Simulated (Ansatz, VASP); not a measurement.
**Two plane-wave programs on CaO**

```
Ca O
1.0
     0.00000    2.40356    2.40356
     2.40356    0.00000    2.40356
     2.40356    2.40356    0.00000
Ca O
1 1
Direct
  0.00000 0.00000 0.00000
  0.50000 0.50000 0.50000
```

Alike in both runs: functional PBE0; k mesh 5 × 5 × 5; occupations fermi-dirac, width 0.05 eV; no spin polarisation.

```csv
,VASP,Ansatz
version,VASP 6.6.1,Ansatz 0.2.0
potentials or method,"VASP PAW PBE potentials, release 64 (Ca_sv, O)",Ansatz PAW
plane-wave cutoff (eV),520,420
valence electrons in the cell,16,16
task,single point,band structure
```

```csv
,VASP,Ansatz,Ansatz less VASP
gap on the k mesh at the Fermi level (eV),6.26,6.26,0.000
least direct gap on the mesh (eV),6.68,6.68,+0.001
pressure (GPa),-0.1,-0.7,-0.63
```

The k mesh is coarse, so the values compare programs but aren't converged. Noted on Ansatz's run: the k mesh misses the band edges, so the gap on the mesh is wider than the one along the path.
